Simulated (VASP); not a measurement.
# Ti3O4 (Cmm2) in VASP: a series of runs

Ti3O4 is run at these levels: PBEsol; tasks: single point.

Everything below comes from runs of VASP 6.6.1. Logs are shortened: lines on timing, memory, paths and dates and some standing lists are left out, and cuts for length are marked.

## (1) The cell of the first run

The structure is orthorhombic, space group Cmm2 (No. 35). Conventional cell: a = 5.826 Å, b = 8.061 Å, c = 2.969 Å, α = 90.00°, β = 90.00°, γ = 90.00°. Within 2.7 Å of Ti (site symmetry mm2) lie 6 O at 2.01 to 2.09 Å. Within 2.7 Å of Ti (site symmetry 2) lie 6 O at 2.02 to 2.10 Å. Within 3.1 Å of O (site symmetry m) lie 4 Ti at 2.01 to 2.05 Å and 12 O at 2.76 to 3.06 Å. Within 2.7 Å of O (site symmetry m) lie 5 Ti at 2.06 to 2.10 Å.

## (2) Single point, PBEsol (all O atoms moved +0.025 Å, as atom 4 along Cartesian [0 0 1])

File INCAR:

```
PREC     = Accurate       # precision mode
ENCUT    = 520            # plane-wave cutoff, eV
EDIFF    = 1E-6           # SCF threshold, eV
ISMEAR   = 0              # smearing method
SIGMA    = 0.15           # smearing width, eV
LREAL    = F              # projectors in reciprocal space
LASPH    = T              # aspherical terms in the spheres
NELM     = 100            # most SCF steps
ALGO     = Normal         # electronic algorithm
ISIF     = 2              # what is computed and relaxed
LWAVE    = F              # write WAVECAR
LCHARG   = F              # write CHGCAR
GGA      = PS             # functional
NBANDS   = 39             # bands
```

File KPOINTS:

```
Automatic mesh
0
Gamma
  8 8 14
```

File POSCAR:

```
Ti3O4
1.0
    2.9128162286     -4.0303540220      0.0000000000
    2.9128162286      4.0303540220      0.0000000000
    0.0000000000      0.0000000000      2.9690273773
Ti O
3 4
Direct
    0.0000000000      0.0000000000      0.5000000000
    0.5000000000      0.0000000000      0.0000000000
    0.0000000000      0.5000000000      0.0000000000
    0.7627833111      0.7627833111      0.0084202659
    0.2588765548      0.7411234452      0.5084202659
    0.2372166889      0.2372166889      0.0084202659
    0.7411234452      0.2588765548      0.5084202659
```

Potentials or basis: VASP PAW PBE potentials, release 64 (Ti_sv, O).

The run is started by

```console
cat potpaw_PBE.64/Ti_sv/POTCAR potpaw_PBE.64/O/POTCAR > POTCAR
mpirun -np 1 vasp_std > vasp.out
```

OUTCAR:

```text
PREC = Accurate
   ENCUT = 520
   EDIFF = 1E-6
   ISMEAR = 0
   LREAL = F
   LASPH = T
   NELM = 100
   ISIF = 2
   GGA = PS

 ion  position               nearest neighbor table
   1  0.000  0.000  0.500-   4 2.01   6 2.01   4 2.05   6 2.05   5 2.09   7 2.09   2 2.90   3 2.90
                             2 2.90   3 2.90   3 2.90   3 2.90   2 2.90   2 2.90
   2  0.500  0.000  0.000-   4 2.02   6 2.02   5 2.06   7 2.06   5 2.10   7 2.10   1 2.90   1 2.90
                             1 2.90   1 2.90   3 2.91   3 2.91
   3  0.000  0.500  0.000-   4 2.02   6 2.02   5 2.06   7 2.06   5 2.10   7 2.10   1 2.90   1 2.90
                             1 2.90   1 2.90   2 2.91   2 2.91
   4  0.763  0.763  0.008-   1 2.01   2 2.02   3 2.02   1 2.05
   5  0.259  0.741  0.508-   2 2.06   3 2.06   1 2.09   2 2.10   3 2.10
   6  0.237  0.237  0.008-   1 2.01   2 2.02   3 2.02   1 2.05
   7  0.741  0.259  0.508-   2 2.06   3 2.06   1 2.09   2 2.10   3 2.10

  LATTYP: Found a base centered orthorhombic cell.
 ALAT       =     5.8256324572
 B/A-ratio  =     1.3836623067
 C/A-ratio  =     0.5096489350

  Lattice vectors:

 A1 = (   2.9128162286,  -4.0303540220,   0.0000000000)
 A2 = (   2.9128162286,   4.0303540220,   0.0000000000)
 A3 = (   0.0000000000,   0.0000000000,   2.9690273773)

Analysis of symmetry for initial positions (statically):
=====================================================================
 Subroutine PRICEL returns:
 Original cell was already a primitive cell.

 Routine SETGRP: Setting up the symmetry group for a
 base centered orthorhombic supercell.

 Subroutine GETGRP returns: Found  4 space group operations
 (whereof  4 operations were pure point group operations)
 out of a pool of  8 trial point group operations.

The static configuration has the point symmetry C_2v.

Analysis of symmetry for dynamics (positions and initial velocities):
=====================================================================
 Subroutine PRICEL returns:
 Original cell was already a primitive cell.

 Routine SETGRP: Setting up the symmetry group for a
 base centered orthorhombic supercell.

 Subroutine GETGRP returns: Found  4 space group operations
 (whereof  4 operations were pure point group operations)
 out of a pool of  8 trial point group operations.

The dynamic configuration has the point symmetry C_2v.

 Subroutine INISYM returns: Found  4 space group operations
 (whereof  4 operations are pure point group operations),
 and found     1 'primitive' translations

----------------------------------------------------------------------------------------

                                     Primitive cell
[... 97 lines left out ...]
   LSORBIT =      F    spin-orbit coupling
   LASPH  =      T    aspherical Exc in radial PAW
   ENCUT  =  520.0 eV  38.22 Ry    6.18 a.u.   9.25  9.25  5.52*2*pi/ulx,y,z
   NELM   =    100;   NELMIN=  2; NELMDL= -5     # of ELM steps
   EDIFF  = 0.1E-05   stopping-criterion for ELM
   LREAL  =      F    real-space projection
[... 7 lines left out ...]
   TEBEG  =    0.0;   TEEND  =   0.0 temperature during run
   PSTRESS=    0.0 pullay stress
   NELECT =      60.0000    total number of electrons
   NUPDOWN=      -1.0000    fix difference up-down
   EMIN   =  10.00;   EMAX   =-10.00  energy-range for DOS
   EFERMI =   0.00;   METHOD = LEGACY
   ISMEAR =     0;   SIGMA  =   0.15  broadening in eV -4-tet -1-fermi 0-gaus
   EFERMI_NEDOS =   21; number of points for ismear=-14 and -15
   IALGO  =     38    algorithm
   IMIX   =      4    mixing-type and parameters
     AMIX     =   0.40;   BMIX     =  1.00
     AMIX_MAG =   1.60;   BMIX_MAG =  1.00
  volume/ion in A,a.u.               =       9.96        67.20
  Fermi-wavevector in a.u.,A,eV,Ry     =   1.557250  2.942776 32.994515  2.425028
  Thomas-Fermi vector in A             =   2.660928
   LORBIT       =      0    0 simple, 1 ext, 2 COOP (PROOUT), +10 PAW based schemes
   GGA     = PS    functional components
   LHFCALC =     F    Hartree Fock is set to
   AEXX    =    0.0000 exact exchange contribution
   IVDW    =     0    specifies the selected vdW correction
   LEPSILON=     F    determine dielectric tensor
   LRPA    =     F    only Hartree local field effects (RPA)
 non-spin polarized calculation
 Gauss-broadening in eV      SIGMA  =   0.15
  energy-cutoff  :      520.00
  volume of cell :       69.71
 maximum number of plane-waves:      1898
 NGX is ok and might be reduce to    40
   NGX = 19   NGY = 19   NGZ = 11

 number of electron      60.0000001 magnetization

 Free energy of the ion-electron system (eV)
  ---------------------------------------------------
  ext. energy  EPLUGINS =         0.00000000
  ---------------------------------------------------
  free energy    TOTEN  =       -65.92747521 eV

  energy without entropy =      -65.89522732  energy(sigma->0) =      -65.91135126

 E-fermi :   9.5117     XC(G=0): -12.3975

 val. band max:        9.5104971353   @ k =   0.5000   0.2500   0.2143
 cond. band min:       9.5124987640   @ k =   0.1250  -0.0000   0.4286
 fundamental gap:      0.0020016287
 Fermi energy:         9.5117234629

 k-point     1 :       0.0000    0.0000    0.0000
  band No.  band energies     occupation
      1     -48.4034      2.00000
      2     -48.3325      2.00000
      3     -48.1336      2.00000
      4     -25.3134      2.00000
      5     -25.1385      2.00000
      6     -24.8305      2.00000
[... 997 lines left out ...]
     38      11.5880      0.00000
     39      11.7535      0.00000

 [... further k-points ...]
[... 5 lines left out ...]
  --------------------------------------------------------------------------------------
  -------------------------------------------------------------------------------------
  Total        0.2365907      0.3342823      0.5703134      0.0000000      0.0000000      0.0000000
  in kB        5.4376054      7.6828693     13.1076157      0.0000000      0.0000000      0.0000000
  external PRESSURE =       8.7426968 kB  Pullay stress =       0.0000000 kB

 VOLUME and BASIS-vectors are now :
 -----------------------------------------------------------------------------
  energy-cutoff  :      520.00
  volume of cell :       69.71
      direct lattice vectors                 reciprocal lattice vectors
     2.912816229 -4.030354022  0.000000000     0.171655182 -0.124058581  0.000000000
     2.912816229  4.030354022  0.000000000     0.171655182  0.124058581  0.000000000
     0.000000000  0.000000000  2.969027377     0.000000000  0.000000000  0.336810636

 POSITION                                       TOTAL-FORCE (eV/Angst)
 -----------------------------------------------------------------------------------
      0.00000      0.00000      1.48451         0.000000     -0.000000      0.314266
      1.45641     -2.01518      0.00000         0.000000     -0.000000      0.286586
      1.45641      2.01518      0.00000        -0.000000     -0.000000      0.286586
      4.44370      0.00000      0.02500        -0.033314     -0.000000     -0.202936
      2.91282      1.94363      1.50951         0.000000      0.000609     -0.240782
      1.38194      0.00000      0.02500         0.033314     -0.000000     -0.202936
      2.91282     -1.94363      1.50951         0.000000     -0.000609     -0.240782
 -----------------------------------------------------------------------------------
    total drift:                               -0.000000     -0.000000      0.000569

  FREE ENERGIE OF THE ION-ELECTRON SYSTEM (eV)
  ---------------------------------------------------
  free  energy   TOTEN  =       -65.9274752112 eV

  energy  without entropy=      -65.8952273169  energy(sigma->0) =      -65.91135126
```

It took 9.1 min on 1 thread of Intel Xeon 6975P-C (Granite Rapids), shared host; peak memory 0.44 GiB.

Results:

```yaml
Free_energy: -65.9275 eV
Pressure: 0.9 GPa
Largest_force: 0.314 eV/Å
Band_gap_on_the_k_mesh: zero (bands 30 and 31 overlap by 1.10 eV)
```

Forces on the atoms (eV/Å):
```
Ti   0.000  0.000  0.314
Ti   0.000  0.000  0.287
Ti   0.000  0.000  0.287
O   -0.033  0.000 -0.203
O    0.000  0.001 -0.241
O    0.033  0.000 -0.203
O    0.000 -0.001 -0.241
```

Caveat: the cell differs from its parent crystal (all O atoms moved +0.025 Å, as atom 4 along Cartesian [0 0 1]); the PAW data sets were made with another functional, which shifts forces and pressure a little; semilocal functionals often make such compounds metallic where correlation or magnetic order opens a gap, which also shifts bond lengths.

## (3) Single point, PBEsol (all O atoms moved +0.087 Å, as atom 4 along Cartesian [0 0 1])

File INCAR:

```
SYSTEM = Ti3O4
PREC     = Accurate       ! precision mode
ENCUT    = 520            ! plane-wave cutoff, eV
EDIFF    = 1E-7           ! SCF threshold, eV
ISMEAR   = 0              ! smearing method
SIGMA    = 0.15           ! smearing width, eV
LREAL    = .False.        ! projectors in reciprocal space
LASPH    = .True.         ! aspherical terms in the spheres
NELM     = 80             ! most SCF steps
ALGO     = Normal         ! electronic algorithm
ISIF     = 2              ! what is computed and relaxed
LWAVE    = .False.        ! write WAVECAR
LCHARG   = .False.        ! write CHGCAR
GGA      = PS             ! functional
NBANDS   = 39             ! bands
```

File KPOINTS:

```
Automatic mesh
0
Gamma
  8 8 14
  0 0 0
```

File POSCAR:

```
Ti3O4
1.0
    2.9128162286     -4.0303540220      0.0000000000
    2.9128162286      4.0303540220      0.0000000000
    0.0000000000      0.0000000000      2.9690273773
Ti O
3 4
Direct
    0.0000000000      0.0000000000      0.5000000000
    0.5000000000      0.0000000000      0.0000000000
    0.0000000000      0.5000000000      0.0000000000
    0.7627833111      0.7627833111      0.0294709307
    0.2588765548      0.7411234452      0.5294709307
    0.2372166889      0.2372166889      0.0294709307
    0.7411234452      0.2588765548      0.5294709307
```

Potentials or basis: VASP PAW PBE potentials, release 64 (Ti_sv, O).

The run is started by

```console
cat potpaw_PBE.64/Ti_sv/POTCAR potpaw_PBE.64/O/POTCAR > POTCAR
mpirun -np 1 vasp_std > vasp.out
```

Run time: 8.4 min. Hardware: 1 thread of Intel Xeon 6975P-C (Granite Rapids), shared host; peak memory 0.43 GiB.

Results (log left out):

```
Free energy            : -65.8014 eV
Pressure               : 2.0 GPa
Largest force          : 1.126 eV/Å
Band gap on the k mesh : zero (bands 30 and 31 overlap by 1.07 eV)
```

Forces in eV/Å, atoms in the order of the input:
```
Ti   0.000  0.000  1.126
Ti   0.000  0.000  1.022
Ti   0.000  0.000  1.022
O   -0.134  0.000 -0.722
O    0.000 -0.006 -0.863
O    0.134  0.000 -0.722
O    0.000  0.006 -0.863
```

Stress tensor (GPa, compression positive):
```
2.48 0.00 0.00
0.00 0.87 0.00
0.00 0.00 2.54
```

Levels at points of the mesh, in eV from the Fermi level:
| k point | band 26 | band 27 | band 28 | band 29 | band 30 | band 31 | band 32 | band 33 | band 34 | band 35 |
| --- | --- | --- | --- | --- | --- | --- | --- | --- | --- | --- |
| (0.00, 0.00, 0.00) | -4.28 | -4.19 | -3.94 | -2.44 | -0.33 | 0.00 | 0.50 | 1.00 | 1.39 | 1.51 |
| (0.50, 0.00, 0.00) | -5.94 | -4.50 | -4.17 | -0.76 | -0.67 | 0.19 | 0.45 | 0.54 | 0.97 | 1.20 |
| (0.50, 0.50, 0.00) | -5.17 | -4.80 | -4.55 | -2.23 | 0.08 | 0.70 | 0.72 | 0.92 | 1.06 | 1.34 |
| (0.00, 0.00, 0.50) | -5.92 | -5.66 | -5.08 | 0.47 | 0.48 | 0.65 | 0.71 | 0.89 | 0.90 | 1.23 |
| (0.50, 0.00, 0.50) | -5.84 | -5.19 | -4.69 | -0.83 | -0.63 | 0.45 | 0.46 | 1.68 | 1.68 | 1.77 |
| (0.50, 0.50, 0.50) | -5.03 | -4.94 | -4.90 | -2.28 | -2.03 | 1.26 | 1.53 | 1.71 | 1.77 | 2.14 |

Caveat: the cell differs from its parent crystal (all O atoms moved +0.087 Å, as atom 4 along Cartesian [0 0 1]); the PAW data sets were made with another functional, which shifts forces and pressure a little; semilocal functionals often make such compounds metallic where correlation or magnetic order opens a gap, which also shifts bond lengths.

## (4) Single point, PBEsol (all O atoms moved +0.062 Å, as atom 4 along Cartesian [0 0 1])

File INCAR:

```
PREC = Accurate
ENCUT = 520
EDIFF = 1E-6
ISMEAR = 0
SIGMA = 0.15
LREAL = F
LASPH = T
NELM = 80
ALGO = Normal
ISIF = 2
LWAVE = F
LCHARG = F
GGA = PS
NBANDS = 39
```

File KPOINTS:

```
Automatic mesh
0
Gamma
  8 8 14
```

File POSCAR:

```
Ti3O4
1.0
    2.9128162286     -4.0303540220      0.0000000000
    2.9128162286      4.0303540220      0.0000000000
    0.0000000000      0.0000000000      2.9690273773
Ti O
3 4
Direct
    0.0000000000      0.0000000000      0.5000000000
    0.5000000000      0.0000000000      0.0000000000
    0.0000000000      0.5000000000      0.0000000000
    0.7627833111      0.7627833111      0.0210506648
    0.2588765548      0.7411234452      0.5210506648
    0.2372166889      0.2372166889      0.0210506648
    0.7411234452      0.2588765548      0.5210506648
```

The run is started by

```console
cat potpaw_PBE.64/Ti_sv/POTCAR potpaw_PBE.64/O/POTCAR > POTCAR
mpirun -np 1 vasp_std > vasp.out
```

It took 8.1 min on 1 thread of Intel Xeon 6975P-C (Granite Rapids), shared host; peak memory 0.44 GiB.

Results (log left out):

```yaml
Free_energy: -65.8689 eV
Pressure: 1.4 GPa
Largest_force: 0.794 eV/Å
Band_gap_on_the_k_mesh: zero (bands 30 and 31 overlap by 1.08 eV)
```

Forces in eV/Å, atoms in the order of the input:
```
Ti   0.000  0.000  0.794
Ti   0.000  0.000  0.723
Ti   0.000  0.000  0.723
O   -0.080  0.000 -0.511
O    0.000 -0.002 -0.609
O    0.080  0.000 -0.511
O    0.000  0.002 -0.609
```

Stress tensor (GPa, compression positive):
```
1.45 0.00 0.00
0.00 0.83 0.00
0.00 0.00 1.90
```

Levels at points of the mesh, in eV from the Fermi level:
```tsv
k point	band 27	band 28	band 29	band 30	band 31	band 32	band 33	band 34
(0.00, 0.00, 0.00)	-4.15	-3.92	-2.52	-0.38	-0.01	0.46	0.94	1.37
(0.50, 0.00, 0.00)	-4.50	-4.15	-0.75	-0.63	0.17	0.45	0.55	0.97
(0.50, 0.50, 0.00)	-4.81	-4.56	-2.29	0.09	0.71	0.72	0.94	1.03
(0.00, 0.00, 0.50)	-5.65	-5.07	0.48	0.49	0.66	0.71	0.87	0.88
(0.50, 0.00, 0.50)	-5.20	-4.67	-0.83	-0.65	0.45	0.46	1.67	1.67
(0.50, 0.50, 0.50)	-4.93	-4.90	-2.33	-2.07	1.23	1.52	1.71	1.75
```

Caveat: the cell differs from its parent crystal (all O atoms moved +0.062 Å, as atom 4 along Cartesian [0 0 1]); the PAW data sets were made with another functional, which shifts forces and pressure a little; semilocal functionals often make such compounds metallic where correlation or magnetic order opens a gap, which also shifts bond lengths.

## (5) The runs side by side

| cell | gap on the mesh (eV) | pressure (GPa) | largest force (eV/Å) |
| --- | --- | --- | --- |
| as given, atomic positions A | none | 0.9 | 0.31 |
| as given, atomic positions B | none | 2.0 | 1.13 |
| as given, atomic positions C | none | 1.4 | 0.79 |

Alike in all rows: task single point; level PBEsol; potentials or basis VASP PAW PBE potentials, release 64 (Ti_sv, O); no spin polarisation; k mesh 8 × 8 × 14; cutoff (eV) 520; smearing gaussian 0.15 eV.

Caveats: the PAW data sets were made with another functional, which shifts forces and pressure a little; semilocal functionals often make such compounds metallic where correlation or magnetic order opens a gap, which also shifts bond lengths.

Total energies depend on the potentials used, so only differences within one code and one set of settings carry meaning.
